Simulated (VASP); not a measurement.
CsPbCl3:

```
Cs Pb Cl
1.0
     5.67673    0.00000    0.00000
     0.00000    5.67673    0.00000
     0.00000    0.00000    5.67673
Cs Pb Cl
1 1 3
Direct
  0.00000 0.00000 0.00000
  0.50000 0.50000 0.50000
  0.50000 0.50000 0.00000
  0.00000 0.50000 0.50000
  0.50000 0.00000 0.50000
```

Program: VASP 6.6.1. Alike in all runs: task single point; no spin polarisation; cell as given; k mesh 4 × 4 × 4; cutoff (eV) 520.

Order these runs on this cell by their band gap on the k mesh, lowest first.
A. level LDA; potentials or basis VASP PAW LDA potentials, release 64 (Cs_sv, Pb_d, Cl); smearing gaussian 0.01 eV
B. level PBE; potentials or basis VASP PAW PBE potentials, release 64 (Cs_sv, Pb_d, Cl); smearing fermi-dirac 0.02 eV
C. level r2SCAN; potentials or basis VASP PAW PBE potentials, release 64 (Cs_sv, Pb_d, Cl); smearing gaussian 0.01 eV

A (1.86 eV), B (2.10 eV), C (2.48 eV).

Caveats: spin-orbit coupling is left out, which moves the levels of the heavy elements.

A k mesh can miss the band edges.
